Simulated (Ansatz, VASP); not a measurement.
## Na in VASP and in Ansatz

```
CELL_PARAMETERS angstrom
-2.10403 2.10403 2.10403
2.10403 -2.10403 2.10403
2.10403 2.10403 -2.10403
ATOMIC_POSITIONS crystal
Na 0.00000 0.00000 0.00000
```

Alike in both runs: task relaxation of cell and atoms; functional PBE; k mesh 14 × 14 × 14; occupations gaussian, width 0.1 eV; no spin polarisation.

|  | VASP | Ansatz |
| --- | --- | --- |
| version | VASP 6.6.1 | Ansatz 0.2.0 |
| potentials or method | VASP PAW PBE potentials, release 64 (Na_pv), cutoff 600 eV | scalar-relativistic, plane waves, PAW |
| valence electrons in the cell | 7 | 9 |

|  | VASP | Ansatz | Ansatz less VASP |
| --- | --- | --- | --- |
| gap on the k mesh at the Fermi level, each at its own relaxed structure (eV) | none | none | - |
| relaxed volume (Å³/atom) | 37.20 | 36.95 | -0.243 |
| relaxed cell length with the largest relative difference (Å) | 3.642 | 3.634 | -0.0080 |

A gap of «none» marks a metal or a gap that the smearing closes. VASP's potentials hold 7 valence electrons a cell and Ansatz's 9, so a difference there can come from the potentials and not from the codes.
